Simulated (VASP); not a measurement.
# Al (P6_3/mmc) in VASP: further runs

The runs below take Al through single point, relaxation of cell and atoms, with RPBE.

Program: VASP 6.6.1. These are calculated values, not measurements. Logs are shortened: lines on timing, memory, paths and dates and some standing lists are left out, and cuts for length are marked.

### 1 The cell of the first run

It takes space group P6_3/mmc (No. 194, hexagonal). Conventional cell: a = 2.863 Å, b = 2.863 Å, c = 9.502 Å, α = 90.00°, β = 90.00°, γ = 120.00°. Within 3.8 Å of Al (site symmetry -3m) lie 12 Al at 2.86 to 2.89 Å. Within 3.8 Å of Al (site symmetry -6m2) lie 12 Al at 2.86 to 2.89 Å.

This isn't the form of Al at room conditions, which is fcc.

### 2 Single point, RPBE

Input file INCAR:

```
SYSTEM = Al
  PREC = Accurate
  ENCUT = 520
  EDIFF = 1E-6
  ISMEAR = -1
  SIGMA = 0.1
  LREAL = .FALSE.
  LASPH = .TRUE.
  NELM = 80
  ALGO = Normal
  ISIF = 2
  LWAVE = .FALSE.
  LCHARG = .TRUE.
  GGA = RP
  LELF = .TRUE.
  LVHAR = .TRUE.
  NBANDS = 14
```

Input file KPOINTS:

```
regular mesh
0
G
  17 17 5
  0 0 0
```

Input file POSCAR:

```
Al
1.0
    2.8633085749      0.0000000000      0.0000000000
   -1.4316542875      2.4796979648      0.0000000000
    0.0000000000      0.0000000000      9.5016109238
Al
4
Direct
    0.0000000000      1.0000000000      0.0000000000
    0.0000000000      1.0000000000      0.5000000000
    0.3333333333      0.6666666667      0.2500000000
    0.6666666667      0.3333333333      0.7500000000
```

Potentials or basis: VASP PAW PBE potentials, release 64 (Al).

The run is started by

```
cat potpaw_PBE.64/Al/POTCAR > POTCAR
mpirun -np 1 vasp_std > vasp.out
```

OUTCAR:

```text
SYSTEM = Al
   PREC = Accurate
   ENCUT = 520
   EDIFF = 1E-6
   ISMEAR = -1
   LREAL = .FALSE.
   LASPH = .TRUE.
   NELM = 80
   ISIF = 2
   GGA = RP

 ion  position               nearest neighbor table
   1  0.000  0.000  0.000-   3 2.89   4 2.89   4 2.89   3 2.89   4 2.89   3 2.89
   2  0.000  0.000  0.500-   3 2.89   4 2.89   4 2.89   3 2.89   4 2.89   3 2.89
   3  0.333  0.667  0.250-   1 2.89   2 2.89   1 2.89   2 2.89   1 2.89   2 2.89
   4  0.667  0.333  0.750-   1 2.89   2 2.89   1 2.89   2 2.89   1 2.89   2 2.89

  LATTYP: Found a hexagonal cell.
 ALAT       =     2.8633085749
 C/A-ratio  =     3.3184027063

  Lattice vectors:

 A1 = (   2.8633085749,   0.0000000000,   0.0000000000)
 A2 = (  -1.4316542875,   2.4796979648,   0.0000000000)
 A3 = (   0.0000000000,   0.0000000000,   9.5016109238)

Analysis of symmetry for initial positions (statically):
=====================================================================
 Subroutine PRICEL returns:
 Original cell was already a primitive cell.

 Routine SETGRP: Setting up the symmetry group for a
 hexagonal supercell.

 Subroutine GETGRP returns: Found 24 space group operations
 (whereof 12 operations were pure point group operations)
 out of a pool of 24 trial point group operations.

The static configuration has the point symmetry D_3d.
 The point group associated with its full space group is D_6h.

Analysis of symmetry for dynamics (positions and initial velocities):
=====================================================================
 Subroutine PRICEL returns:
 Original cell was already a primitive cell.

 Routine SETGRP: Setting up the symmetry group for a
 hexagonal supercell.

 Subroutine GETGRP returns: Found 24 space group operations
 (whereof 12 operations were pure point group operations)
 out of a pool of 24 trial point group operations.

The dynamic configuration has the point symmetry D_3d.
 The point group associated with its full space group is D_6h.

 Subroutine INISYM returns: Found 24 space group operations
 (whereof 12 operations are pure point group operations),
 and found     1 'primitive' translations

----------------------------------------------------------------------------------------

                                     Primitive cell

  volume of cell :      67.4628

  direct lattice vectors                    reciprocal lattice vectors
     2.863308575  0.000000000  0.000000000     0.349246326  0.201637460  0.000000000
    -1.431654288  2.479697965  0.000000000     0.000000000  0.403274921  0.000000000
[... 105 lines left out ...]
   EFERMI_NEDOS =   21; number of points for ismear=-14 and -15
   IALGO  =     38    algorithm
   IMIX   =      4    mixing-type and parameters
     AMIX     =   0.40;   BMIX     =  1.00
     AMIX_MAG =   1.60;   BMIX_MAG =  1.00
  volume/ion in A,a.u.               =      16.87       113.82
  Fermi-wavevector in a.u.,A,eV,Ry     =   0.920691  1.739854 11.533274  0.847672
  Thomas-Fermi vector in A             =   2.046024
   LORBIT       =      0    0 simple, 1 ext, 2 COOP (PROOUT), +10 PAW based schemes
   GGA     = RP    functional components
   LHFCALC =     F    Hartree Fock is set to
   AEXX    =    0.0000 exact exchange contribution
   IVDW    =     0    specifies the selected vdW correction
   LEPSILON=     F    determine dielectric tensor
   LRPA    =     F    only Hartree local field effects (RPA)
 non-spin polarized calculation
  energy-cutoff  :      520.00
  volume of cell :       67.46
 maximum number of plane-waves:      1842
 NGX is ok and might be reduce to    24
   NGX = 11   NGY = 11   NGZ = 35

 number of electron      12.0000000 magnetization

 Free energy of the ion-electron system (eV)
  ---------------------------------------------------
  ext. energy  EPLUGINS =         0.00000000
  ---------------------------------------------------
  free energy    TOTEN  =       -14.00492131 eV

  energy without entropy =      -13.95252086  energy(sigma->0) =      -13.97872108

 E-fermi :   7.8693     XC(G=0): -10.0626

 val. band max:        7.8522804806   @ k =   0.3529   0.2941   0.2000
 cond. band min:       7.8880993048   @ k =   0.1176  -0.0000   0.4000
 fundamental gap:      0.0358188242
 Fermi energy:         7.8693490611

 k-point     1 :       0.0000    0.0000    0.0000
  band No.  band energies     occupation
      1      -3.1210      2.00000
      2      -1.4909      2.00000
      3      -1.4885      2.00000
      4       3.2597      2.00000
      5       3.3442      2.00000
      6      10.9717      0.00000
      7      10.9818      0.00000
      8      18.6427      0.00000
      9      18.6427      0.00000
     10      18.8183      0.00000
     11      18.8183      0.00000
     12      19.7696      0.00000
     13      19.7780      0.00000
     14      19.8297      0.00000
[... 377 lines left out ...]
      1      -0.8885      2.00000
      2       0.7169      2.00000
      3       0.7178      2.00000
      4       5.3462      2.00000
      5       5.4727      2.00000
      6       9.8411      0.00000
      7      10.0537      0.00000
      8      11.1288      0.00000
      9      11.1756      0.00000
     10      11.4727      0.00000
     11      11.9534      0.00000
     12      13.2092      0.00000
     13      13.5314      0.00000
     14      15.7145      0.00000

 [... further k-points ...]

------------------------ aborting loop because EDIFF is reached ----------------------------------------

  FORCE on cell =-STRESS in cart. coord.  units (eV):
  Direction    XX          YY          ZZ          XY          YZ          ZX
  --------------------------------------------------------------------------------------
  -------------------------------------------------------------------------------------
  Total        0.0686223      0.0686223     -0.2887338     -0.0000000     -0.0000000     -0.0000000
  in kB        1.6297155      1.6297155     -6.8571565     -0.0000000     -0.0000000     -0.0000000
  external PRESSURE =      -1.1992418 kB  Pullay stress =       0.0000000 kB

 VOLUME and BASIS-vectors are now :
 -----------------------------------------------------------------------------
  energy-cutoff  :      520.00
  volume of cell :       67.46
      direct lattice vectors                 reciprocal lattice vectors
     2.863308575  0.000000000  0.000000000     0.349246326  0.201637460  0.000000000
    -1.431654288  2.479697965  0.000000000     0.000000000  0.403274921  0.000000000
     0.000000000  0.000000000  9.501610924     0.000000000  0.000000000  0.105245311

 POSITION                                       TOTAL-FORCE (eV/Angst)
 -----------------------------------------------------------------------------------
      0.00000      0.00000      0.00000        -0.000000      0.000000      0.000000
      0.00000      0.00000      4.75081         0.000000      0.000000      0.000000
     -0.00000      1.65313      2.37540         0.000000      0.000000     -0.000000
      1.43165      0.82657      7.12621        -0.000000      0.000000      0.000000
 -----------------------------------------------------------------------------------
    total drift:                               -0.000000      0.000000      0.000000

  FREE ENERGIE OF THE ION-ELECTRON SYSTEM (eV)
  ---------------------------------------------------
  free  energy   TOTEN  =       -14.0049213069 eV

  energy  without entropy=      -13.9525208617  energy(sigma->0) =      -13.97872108
```

Wall time 85 s (1 thread of Intel Xeon 8259CL, shared host); peak memory 0.22 GiB.

Results:

```yaml
Free_energy: -14.0049 eV
Pressure: -0.1 GPa
Band_gap_on_the_k_mesh: zero (bands 6 and 7 overlap by 5.38 eV)
```

Stress tensor (GPa, compression positive):
```
 0.16  0.00  0.00
 0.00  0.16  0.00
 0.00  0.00 -0.69
```

Caveat: the PAW data sets were made with another functional, which shifts forces and pressure a little.

(Part 1 of 2 ends here.)
